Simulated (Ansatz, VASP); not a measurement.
GeMo2 in VASP and in Ansatz

```
Ge Mo
1.0
     0.00000    2.97355    2.97355
     2.97355    0.00000    2.97355
     2.97355    2.97355    0.00000
Ge Mo
1 2
Direct
  0.50000 0.50000 0.50000
  0.25000 0.25000 0.25000
  0.75000 0.75000 0.75000
```

Alike in both runs: task single point; functional PBE; k mesh 6 × 6 × 6; occupations gaussian, width 0.1 eV; collinear spin.

|  | VASP | Ansatz |
| --- | --- | --- |
| version | VASP 6.6.1 | Ansatz 0.2.0 |
| potentials or method | VASP PAW PBE potentials, release 64 (Ge_d, Mo_sv), cutoff 520 eV | scalar-relativistic, plane waves, PAW |
| valence electrons in the cell | 42 | 42 |

VASP gave:

| Quantity | Value |
| --- | --- |
| gap on the k mesh at the Fermi level (eV) | none |
| pressure (GPa) | 0.7 |
| net moment per atom (μB) | 0.30 |
| size of the moment on the site where the two differ most (μB) | 0.40 |

Question: What did Ansatz give for the same quantities?

Answer: gap on the k mesh at the Fermi level (eV): none; pressure (GPa): 0.4; net moment per atom (μB): 0.30; size of the moment on the site where the two differ most (μB): 0.34.

Site moments also hang on the region over which each program counts them. A gap of «none» marks a metal or a gap that the smearing closes.
